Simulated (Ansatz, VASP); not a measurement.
**CaO: VASP beside Ansatz**

```xyz
2
Lattice="2.9343 0.0000 0.0000 0.0000 2.9343 0.0000 0.0000 0.0000 2.9343" Properties=species:S:1:pos:R:3 pbc="T T T"
Ca    1.4671    1.4671    1.4671
O     0.0000    0.0000    0.0000
```

Change from the starting cell: species swapped into the SrCd type (Pm-3m, No. 221).

Alike in both runs: functional PBE; k mesh 6 × 6 × 6; occupations gaussian, width 0.1 eV; no spin polarisation.

Ansatz relaxed the structure, and its values are those at the end. VASP's run is a single point on that final structure, the one shown.

|  | VASP | Ansatz |
| --- | --- | --- |
| version | VASP 6.6.1 | Ansatz 0.2.0 |
| potentials or method | VASP PAW PBE potentials, release 64 (Ca_sv, O), cutoff 520 eV | scalar-relativistic, plane waves, PAW |
| valence electrons in the cell | 16 | 16 |

```csv
,VASP,Ansatz,Ansatz less VASP
gap on the k mesh at the Fermi level (eV),2.77,2.78,+0.013
least direct gap on the mesh (eV),3.07,3.09,+0.013
pressure (GPa),0.6,0.0,-0.58
```

The functional is the same, so the differences come from potentials, cutoffs and numerics.
